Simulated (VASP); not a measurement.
# CdI2 (P-3m1) in VASP: notebook

CdI2 is run at these levels: LDA; tasks: single point.

All numbers are computed with VASP 6.6.1; they aren't measurements. Logs are shortened: lines on timing, memory, paths and dates and some standing lists are left out, and cuts for length are marked.

## (1) The cell of the first run

Symmetry: P-3m1, No. 164, trigonal system. Conventional cell: a = 4.244 Å, b = 4.244 Å, c = 6.859 Å, α = 90.00°, β = 90.00°, γ = 120.00°. Within 3.9 Å of Cd (site symmetry -3m) lie 6 I at 2.99 Å. Within 3.9 Å of I (site symmetry 3m) lie 3 Cd at 2.99 Å.

## (2) Single point, LDA

The input, INCAR:

```
PREC = Accurate
ENCUT = 500
EDIFF = 1E-6
ISMEAR = 0
SIGMA = 0.01
LREAL = False
LASPH = True
NELM = 120
ALGO = Normal
ISIF = 2
LWAVE = False
LCHARG = True
GGA = CA
LELF = True
LVHAR = True
NBANDS = 20
GGA_COMPAT = False
```

The input, KPOINTS:

```
regular mesh
0
Gamma
  4 4 3
```

The input, POSCAR:

```
CdI2
1.0
    4.2440000000      0.0000000000      0.0000000000
   -2.1220000000      3.6754118137      0.0000000000
    0.0000000000      0.0000000000      6.8590000000
Cd I
1 2
Direct
    0.0000000000      0.0000000000      0.0000000000
    0.3333333333      0.6666666667      0.2492000000
    0.6666666667      0.3333333333      0.7508000000
```

Potentials or basis: VASP PAW LDA potentials, release 64 (Cd, I).

Run with:

```sh
> cat potpaw_LDA.64/Cd/POTCAR potpaw_LDA.64/I/POTCAR > POTCAR
> mpirun -np 1 vasp_std > vasp.out
```

OUTCAR:

```text
PREC = Accurate
   ENCUT = 500
   EDIFF = 1E-6
   ISMEAR = 0
   LREAL = False
   LASPH = True
   NELM = 120
   ISIF = 2
   GGA = CA

 ion  position               nearest neighbor table
   1  0.000  0.000  0.000-   2 2.99   3 2.99   3 2.99   2 2.99   3 2.99   2 2.99
   2  0.333  0.667  0.249-   1 2.99   1 2.99   1 2.99
   3  0.667  0.333  0.751-   1 2.99   1 2.99   1 2.99

  LATTYP: Found a hexagonal cell.
 ALAT       =     4.2440000000
 C/A-ratio  =     1.6161639962

  Lattice vectors:

 A1 = (   4.2440000000,   0.0000000000,   0.0000000000)
 A2 = (  -2.1220000000,   3.6754118137,   0.0000000000)
 A3 = (   0.0000000000,   0.0000000000,   6.8590000000)

Analysis of symmetry for initial positions (statically):
=====================================================================
 Subroutine PRICEL returns:
 Original cell was already a primitive cell.

 Routine SETGRP: Setting up the symmetry group for a
 hexagonal supercell.

 Subroutine GETGRP returns: Found 12 space group operations
 (whereof 12 operations were pure point group operations)
 out of a pool of 24 trial point group operations.

The static configuration has the point symmetry D_3d.

Analysis of symmetry for dynamics (positions and initial velocities):
=====================================================================
 Subroutine PRICEL returns:
 Original cell was already a primitive cell.

 Routine SETGRP: Setting up the symmetry group for a
 hexagonal supercell.

 Subroutine GETGRP returns: Found 12 space group operations
 (whereof 12 operations were pure point group operations)
 out of a pool of 24 trial point group operations.

The dynamic configuration has the point symmetry D_3d.

 Subroutine INISYM returns: Found 12 space group operations
 (whereof 12 operations are pure point group operations),
 and found     1 'primitive' translations

----------------------------------------------------------------------------------------

                                     Primitive cell

  volume of cell :     106.9898

  direct lattice vectors                    reciprocal lattice vectors
     4.244000000  0.000000000  0.000000000     0.235626767  0.136039177  0.000000000
    -2.122000000  3.675411814  0.000000000     0.000000000  0.272078355  0.000000000
     0.000000000  0.000000000  6.859000000     0.000000000  0.000000000  0.145793847

  length of vectors
     4.244000000  4.244000000  6.859000000     0.272078355  0.272078355  0.145793847

  position of ions in fractional coordinates (direct lattice)
     0.000000000  0.000000000  0.000000000
     0.333333333  0.666666667  0.249200000
     0.666666667  0.333333333  0.750800000

  ion indices of the primitive-cell ions
   primitive index   ion index
                 1           1
                 2           2
                 3           3

----------------------------------------------------------------------------------------

 KPOINTS: regular mesh

Automatic generation of k-mesh.
 Grid dimensions read from file:
 generate k-points for:    4    4    3

 Generating k-lattice:

  Cartesian coordinates                     Fractional coordinates (reciprocal lattice)
     0.058906692  0.034009794  0.000000000     0.250000000  0.000000000  0.000000000
     0.000000000  0.068019589  0.000000000     0.000000000  0.250000000  0.000000000
     0.000000000  0.000000000  0.048597949     0.000000000  0.000000000  0.333333333

  Length of vectors
     0.068019589  0.068019589  0.048597949

  Shift w.r.t. Gamma in fractional coordinates (k-lattice)
     0.000000000  0.000000000  0.000000000

 Subroutine IBZKPT returns following result:
 ===========================================

 Found      9 irreducible k-points:

 Following reciprocal coordinates:
            Coordinates               Weight
  0.000000  0.000000  0.000000      1.000000
  0.250000  0.000000  0.000000      6.000000
  0.500000  0.000000  0.000000      3.000000
  0.250000  0.250000  0.000000      6.000000
  0.000000  0.000000  0.333333      2.000000
  0.250000  0.000000  0.333333      6.000000
  0.000000  0.250000  0.333333      6.000000
  0.500000  0.000000  0.333333      6.000000
  0.250000  0.250000  0.333333     12.000000
   k-points           NKPTS =      9   k-points in BZ     NKDIM =      9   number of bands    NBANDS=     20
   number of dos      NEDOS =    301   number of ions     NIONS =      3
   total plane-waves  NPLWV =  51200
   dimension x,y,z NGX =    32 NGY =   32 NGZ =   50
   dimension x,y,z NGXF=    64 NGYF=   64 NGZF=  100
   ions per type =               1   2
   NGX,Y,Z   is equivalent  to a cutoff of  12.54, 12.54, 12.12 a.u.
   NGXF,Y,Z  is equivalent  to a cutoff of  25.07, 25.07, 24.24 a.u.
 SYSTEM =  unknown system
   PREC   = accura    normal or accurate (medium, high low for compatibility)
   ISTART =      0    job   : 0-new  1-cont  2-samecut
   ICHARG =      2    charge: 1-file 2-atom 10-const
   ISPIN  =      1    spin polarized calculation?
   LNONCOLLINEAR =      F non collinear calculations
   LSORBIT =      F    spin-orbit coupling
   LASPH  =      T    aspherical Exc in radial PAW
   ENCUT  =  500.0 eV  36.75 Ry    6.06 a.u.   7.74  7.74 12.51*2*pi/ulx,y,z
   NELM   =    120;   NELMIN=  2; NELMDL= -5     # of ELM steps
   EDIFF  = 0.1E-05   stopping-criterion for ELM
   LREAL  =      F    real-space projection
   EDIFFG = 0.1E-04   stopping-criterion for IOM
   NSW    =      0    number of steps for IOM
   IBRION =     -1    ionic relax: 0-MD 1-quasi-New 2-CG
   NFREE  =      0    steps in history (QN), initial steepest desc. (CG)
   ISIF   =      2    stress and relaxation
   ISYM   =      2    0-nonsym 1-usesym 2-fastsym
   POTIM  = 0.5000    time-step for ionic-motion
   TEBEG  =    0.0;   TEEND  =   0.0 temperature during run
   PSTRESS=    0.0 pullay stress
   NELECT =      26.0000    total number of electrons
   NUPDOWN=      -1.0000    fix difference up-down
   EMIN   =  10.00;   EMAX   =-10.00  energy-range for DOS
   EFERMI =   0.00;   METHOD = LEGACY
   ISMEAR =     0;   SIGMA  =   0.01  broadening in eV -4-tet -1-fermi 0-gaus
   EFERMI_NEDOS =   21; number of points for ismear=-14 and -15
   IALGO  =     38    algorithm
   IMIX   =      4    mixing-type and parameters
     AMIX     =   0.40;   BMIX     =  1.00
     AMIX_MAG =   1.60;   BMIX_MAG =  1.00
  volume/ion in A,a.u.               =      35.66       240.67
  Fermi-wavevector in a.u.,A,eV,Ry     =   1.021610  1.930563 14.200229  1.043687
  Thomas-Fermi vector in A             =   2.155244
   LORBIT       =      0    0 simple, 1 ext, 2 COOP (PROOUT), +10 PAW based schemes
   GGA     = CA    functional components
   LHFCALC =     F    Hartree Fock is set to
   AEXX    =    0.0000 exact exchange contribution
   IVDW    =     0    specifies the selected vdW correction
   LEPSILON=     F    determine dielectric tensor
   LRPA    =     F    only Hartree local field effects (RPA)
 non-spin polarized calculation
 Gauss-broadening in eV      SIGMA  =   0.01
  energy-cutoff  :      500.00
  volume of cell :      106.99
 maximum number of plane-waves:      2731
 NGX is ok and might be reduce to    32
   NGX = 15   NGY = 15   NGZ = 25

 number of electron      25.9999995 magnetization

 Free energy of the ion-electron system (eV)
  ---------------------------------------------------
  ext. energy  EPLUGINS =         0.00000000
  ---------------------------------------------------
  free energy    TOTEN  =        -7.11620254 eV

  energy without entropy =       -7.11620254  energy(sigma->0) =       -7.11620254

 E-fermi :   1.8803     XC(G=0):  -8.9365

 val. band max:        1.8269938845   @ k =   0.0000   0.0000   0.3333
 cond. band min:       4.0742800213   @ k =   0.5000   0.0000   0.3333
 fundamental gap:      2.2472861368
 Fermi energy:         1.8802743532

 k-point     1 :       0.0000    0.0000    0.0000
  band No.  band energies     occupation
      1     -10.3270      2.00000
      2      -9.6071      2.00000
      3      -5.7549      2.00000
      4      -5.7549      2.00000
      5      -5.6376      2.00000
      6      -5.5503      2.00000
[... 12 lines left out ...]
     19      10.7263      0.00000
     20      10.9750      0.00000

 k-point     2 :       0.2500    0.0000    0.0000
  band No.  band energies     occupation
      1     -10.0451      2.00000
      2      -9.5741      2.00000
      3      -5.7226      2.00000
      4      -5.6468      2.00000
      5      -5.5711      2.00000
      6      -5.5455      2.00000
[... 12 lines left out ...]
     19       9.6760      0.00000
     20      10.7353      0.00000

 k-point     3 :       0.5000    0.0000    0.0000
  band No.  band energies     occupation
      1      -9.6382      2.00000
      2      -9.6226      2.00000
      3      -5.7155      2.00000
      4      -5.6475      2.00000
      5      -5.5436      2.00000
      6      -5.4852      2.00000
[... 12 lines left out ...]
     19      10.7908      0.00000
     20      11.3936      0.00000

 k-point     4 :       0.2500    0.2500    0.0000
  band No.  band energies     occupation
      1      -9.7035      2.00000
      2      -9.5586      2.00000
      3      -5.6664      2.00000
      4      -5.5979      2.00000
      5      -5.5501      2.00000
      6      -5.4995      2.00000
[... 12 lines left out ...]
     19       9.4220      0.00000
     20      10.7990      0.00000

 k-point     5 :       0.0000    0.0000    0.3333
  band No.  band energies     occupation
      1     -10.2127      2.00000
      2      -9.7600      2.00000
      3      -5.7546      2.00000
      4      -5.7546      2.00000
      5      -5.6286      2.00000
      6      -5.5504      2.00000
[... 12 lines left out ...]
     19      10.1096      0.00000
     20      10.4332      0.00000

 k-point     6 :       0.2500    0.0000    0.3333
  band No.  band energies     occupation
      1      -9.9451      2.00000
      2      -9.6907      2.00000
      3      -5.7226      2.00000
      4      -5.6504      2.00000
      5      -5.5717      2.00000
      6      -5.5508      2.00000
[... 12 lines left out ...]
     19       9.9011      0.00000
     20      10.9518      0.00000

 k-point     7 :       0.0000    0.2500    0.3333
  band No.  band energies     occupation
      1      -9.9639      2.00000
      2      -9.6673      2.00000
      3      -5.7234      2.00000
      4      -5.6629      2.00000
      5      -5.5671      2.00000
      6      -5.5564      2.00000
[... 12 lines left out ...]
     19       9.7277      0.00000
     20      10.1608      0.00000

 k-point     8 :       0.5000    0.0000    0.3333
  band No.  band energies     occupation
      1      -9.6768      2.00000
      2      -9.5780      2.00000
      3      -5.7167      2.00000
      4      -5.6510      2.00000
      5      -5.5382      2.00000
      6      -5.4853      2.00000
[... 12 lines left out ...]
     19      10.4795      0.00000
     20      12.0751      0.00000

 k-point     9 :       0.2500    0.2500    0.3333
  band No.  band energies     occupation
      1      -9.6666      2.00000
      2      -9.5941      2.00000
      3      -5.6575      2.00000
      4      -5.5993      2.00000
      5      -5.5491      2.00000
      6      -5.4991      2.00000
[... 12 lines left out ...]
     19       9.7257      0.00000
     20      10.7062      0.00000

------------------------ aborting loop because EDIFF is reached ----------------------------------------

  FORCE on cell =-STRESS in cart. coord.  units (eV):
  Direction    XX          YY          ZZ          XY          YZ          ZX
  --------------------------------------------------------------------------------------
  -------------------------------------------------------------------------------------
  Total       -0.9948190     -0.9948190     -1.0748356     -0.0000000      0.0000000     -0.0000000
  in kB      -14.8974677    -14.8974677    -16.0957209     -0.0000000      0.0000000     -0.0000000
  external PRESSURE =     -15.2968854 kB  Pullay stress =       0.0000000 kB

 VOLUME and BASIS-vectors are now :
 -----------------------------------------------------------------------------
  energy-cutoff  :      500.00
  volume of cell :      106.99
      direct lattice vectors                 reciprocal lattice vectors
     4.244000000  0.000000000  0.000000000     0.235626767  0.136039177  0.000000000
    -2.122000000  3.675411814  0.000000000     0.000000000  0.272078355  0.000000000
     0.000000000  0.000000000  6.859000000     0.000000000  0.000000000  0.145793847

 POSITION                                       TOTAL-FORCE (eV/Angst)
 -----------------------------------------------------------------------------------
      0.00000      0.00000      0.00000        -0.000000      0.000000      0.000000
     -0.00000      2.45027      1.70926         0.000000     -0.000000     -0.199099
      2.12200      1.22514      5.14974        -0.000000      0.000000      0.199099
 -----------------------------------------------------------------------------------
    total drift:                                0.000000     -0.000000      0.000000

  FREE ENERGIE OF THE ION-ELECTRON SYSTEM (eV)
  ---------------------------------------------------
  free  energy   TOTEN  =        -7.1162025420 eV

  energy  without entropy=       -7.1162025420  energy(sigma->0) =       -7.11620254
```

Run time: 21 s. Hardware: 1 thread of AMD EPYC 7R43 (Zen 3), shared host; peak memory 0.15 GiB.

What came out:

```yaml
Free_energy: -7.1162 eV
Pressure: -1.5 GPa
Largest_force: 0.199 eV/Å
Band_gap_on_the_k_mesh: 2.25 eV, indirect (least direct gap 2.36 eV)
```

Forces on the atoms (eV/Å):
```
Cd   0.000  0.000  0.000
I    0.000  0.000 -0.199
I    0.000  0.000  0.199
```

Stress tensor (GPa, compression positive):
```
-1.49  0.00  0.00
 0.00 -1.49  0.00
 0.00  0.00 -1.61
```

Levels at points of the mesh, in eV from the valence-band top:
| k point | band 11 | band 12 | band 13 | band 14 | band 15 | band 16 |
| --- | --- | --- | --- | --- | --- | --- |
| (0.00, 0.00, 0.00) | -0.12 | -0.12 | -0.10 | 2.27 | 4.29 | 6.22 |
| (0.50, 0.00, 0.00) | -1.52 | -0.70 | -0.09 | 2.55 | 4.84 | 5.79 |

Caveat: the k points lie up to 0.43 Å⁻¹ apart; spin-orbit coupling is left out, which moves the levels of the heavy elements.

## (3) Single point, LDA

The input, INCAR:

```
PREC = Accurate ; ENCUT = 500
EDIFF = 1E-6 ; ISMEAR = 0
SIGMA = 0.01 ; LREAL = F
LASPH = T ; NELM = 120
ALGO = Normal ; ISIF = 2
LWAVE = F ; LCHARG = F
NBANDS = 20 ; GGA_COMPAT = F
```

The input, KPOINTS:

```
Automatic mesh
0
Gamma
  4 4 3
```

POSCAR is that of step 2.

Potentials or basis: VASP PAW LDA potentials, release 64 (Cd, I).

Run with:

```sh
> cat potpaw_LDA.64/Cd/POTCAR potpaw_LDA.64/I/POTCAR > POTCAR
> mpirun -np 1 vasp_std > vasp.out
```

Run time: 25 s. Hardware: 1 thread of AMD EPYC 7R43 (Zen 3), shared host; peak memory 0.15 GiB.

It converged, with:

```
Free energy            : -7.1162 eV
Pressure               : -1.5 GPa
Largest force          : 0.199 eV/Å
Band gap on the k mesh : 2.25 eV, indirect (least direct gap 2.36 eV)
```

Forces on the atoms (eV/Å):
```
Cd   0.000  0.000  0.000
I    0.000  0.000 -0.199
I    0.000  0.000  0.199
```

Stress tensor (GPa, compression positive):
```
-1.49  0.00  0.00
 0.00 -1.49  0.00
 0.00  0.00 -1.61
```

Levels at points of the mesh, in eV from the valence-band top:
```csv
k point,band 11,band 12,band 13,band 14,band 15,band 16
"(0.00, 0.00, 0.00)",-0.12,-0.12,-0.10,2.27,4.29,6.22
"(0.50, 0.00, 0.00)",-1.52,-0.70,-0.09,2.55,4.84,5.79
```

Caveat: the k points lie up to 0.43 Å⁻¹ apart; spin-orbit coupling is left out, which moves the levels of the heavy elements. A k mesh can miss the band edges.
